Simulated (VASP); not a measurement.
A run of VASP 6.6.1:

Contents of POSCAR:

```
GdO
1.0
    0.0000000000      2.7178813158      2.7178813158
    2.7178813158      0.0000000000      2.7178813158
    2.7178813158      2.7178813158      0.0000000000
Gd O
1 1
Direct
    0.0000000000      0.0000000000      0.0000000000
    0.7500000000      0.7500000000      0.7500000000
```

The input INCAR.step1:

```
PREC = Accurate
ENCUT = 520
ISMEAR = -1
SIGMA = 0.05
LREAL = False
LASPH = True
NELM = 150
ISPIN = 2
MAGMOM = 7 0
LMAXMIX = 6
NBANDS = 23
GGA = PE
ALGO = Normal
EDIFF = 1E-4
LWAVE = True
LCHARG = False
```

INCAR.step2

```
PREC = Accurate
ENCUT = 520
EDIFF = 1E-6
ISMEAR = -1
SIGMA = 0.05
LREAL = False
LASPH = True
NELM = 150
ALGO = Normal
ISIF = 2
LWAVE = False
LCHARG = True
ISPIN = 2
MAGMOM = 7 0
LORBIT = 11
LMAXMIX = 6
METAGGA = R2SCAN
LMIXTAU = True
LELF = True
LVHAR = True
NBANDS = 23
ISTART = 1
```

File KPOINTS:

```
regular mesh
0
Gamma
  9 9 9
```

Potentials or basis: VASP PAW PBE potentials, release 64 (Gd, O).

Launch:

```console
$ cat potpaw_PBE.64/Gd/POTCAR potpaw_PBE.64/O/POTCAR > POTCAR
$ cp INCAR.step1 INCAR
$ mpirun -np 1 vasp_std > vasp.out
$ cp INCAR.step2 INCAR
$ mpirun -np 1 vasp_std > vasp.out
```

Hardware: 1 thread of Intel(R) Xeon(R) 6975P-C (Granite Rapids), with other jobs on the host.

Problem. How long does it take, and how much memory?

Solution. Wall time 3.7 min on 1 thread of Intel(R) Xeon(R) 6975P-C (Granite Rapids) (shared host), peak memory 0.24 GiB. Counts: k points 35.
